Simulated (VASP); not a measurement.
Wanted: the native input for a VASP 6.6.1 run.

```
Task                   : single point
Functional             : PBE
Potentials or basis    : VASP PAW PBE potentials, release 64 (Ca_sv, O)
Cutoff                 : 520 eV
k mesh                 : 12 × 12 × 2
Occupations            : fermi-dirac, width 0.02 eV
Spin                   : no spin polarisation
Dipole correction      : no
Further INCAR settings : ALGO = Normal; EDIFF = 1e-06; NBANDS = 42
```

The structure of CaO lies in POSCAR:

```
CaO
1.0
    3.7328537632      0.0000000000      0.0000000000
   -1.8664268816      3.2327461875      0.0000000000
    0.0000000000      0.0000000000     11.6922807246
Ca O
4 4
Direct
    0.0000000000      0.0000000000     -0.0035776439
    0.3333333333      0.6666666667      0.2479206464
    0.0000000000      0.0000000000      0.4964223561
    0.6666666667      0.3333333333      0.7479206464
    0.0000000000      0.0000000000      0.1909536970
    0.3333333333      0.6666666667      0.4397033006
    0.0000000000      0.0000000000      0.6909536970
    0.6666666667      0.3333333333      0.9397033006
```

One way to write it, as run:

INCAR

```
  ALGO = Normal
  EDIFF = 1E-6
  ENCUT = 520
  GGA = PE
  ISIF = 2
  ISMEAR = -1
  LASPH = True
  LCHARG = False
  LREAL = False
  LWAVE = False
  NBANDS = 42
  NELM = 100
  PREC = Accurate
  SIGMA = 0.02
```

KPOINTS

```
k-points
0
Gamma
  12 12 2
```

Potentials or basis: VASP PAW PBE potentials, release 64 (Ca_sv, O).

Run with:

```console
$ cat potpaw_PBE.64/Ca_sv/POTCAR potpaw_PBE.64/O/POTCAR > POTCAR
$ mpirun -np 1 vasp_std > vasp.out
```

Results of the run:

```json
{"Pressure": "1.9 GPa", "Largest force": "0.012 eV/Å", "Band gap on the k mesh": "3.41 eV (least direct gap 3.80 eV)"}
```

Run time: 2.1 min on 1 thread of AMD EPYC 9R45 96-Core Processor (Zen 5) (shared host), peak memory 0.31 GiB.
